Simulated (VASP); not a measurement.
Ba3HfO: single point with PBE

The system is Ba3HfO.

```
Ba Hf O
1.0
     6.14754    0.00000    0.00000
     0.00000    6.14754    0.00000
     0.00000    0.00000    4.07627
Ba Hf O
3 1 1
Direct
  0.00000 0.50000 0.00000
  0.50000 0.00000 0.00000
  0.50000 0.50000 0.00000
  0.00000 0.00000 0.00000
  0.00000 0.00000 0.50000
```

```
Program                : VASP 6.6.1
Task                   : single point
Functional             : PBE
Potentials or basis    : VASP PAW PBE potentials, release 64 (Ba_sv, Hf_pv, O)
Cutoff                 : 520 eV
k mesh                 : 4 × 4 × 4
Occupations            : gaussian, width 0.1 eV
Spin                   : no spin polarisation
Dipole correction      : no
Further INCAR settings : ALGO = Normal; EDIFF = 1e-06; NBANDS = 31
```

```yaml
Pressure: 7.8 GPa
Band_gap_on_the_k_mesh: zero (band 23 reaches 4.07 eV, above the bottom of band 24 at 2.83 eV)
```

Stress tensor (GPa, compression positive):
```
13.93  0.00  0.00
 0.00 13.93  0.00
 0.00  0.00 -4.39
```

Levels at points of the mesh, in eV from the Fermi level:
| k point | band 20 | band 21 | band 22 | band 23 | band 24 | band 25 | band 26 | band 27 |
| --- | --- | --- | --- | --- | --- | --- | --- | --- |
| (0.00, 0.00, 0.00) | -2.89 | -2.70 | -1.27 | -0.89 | 0.29 | 0.29 | 0.52 | 0.60 |
| (0.50, 0.00, 0.00) | -1.88 | -0.98 | -0.86 | -0.58 | 0.00 | 0.21 | 0.59 | 1.30 |
| (0.50, 0.50, 0.00) | -0.57 | 0.07 | 0.07 | 0.09 | 0.68 | 0.71 | 0.71 | 1.48 |
| (0.00, 0.00, 0.50) | -2.30 | -2.28 | -1.17 | -1.17 | -0.74 | 0.75 | 0.81 | 1.60 |
| (0.50, 0.00, 0.50) | -1.47 | -1.23 | -0.46 | -0.25 | -0.19 | 0.35 | 0.58 | 1.54 |
| (0.50, 0.50, 0.50) | -0.11 | -0.01 | 0.50 | 0.50 | 0.65 | 0.65 | 0.68 | 0.75 |

It took 35 s on 1 thread of Intel(R) Xeon(R) 6975P-C (Granite Rapids), with other jobs on the host, peak memory 0.29 GiB.

Caveat: the k points lie up to 0.39 Å⁻¹ apart; spin-orbit coupling is left out, which moves the levels of the heavy elements.
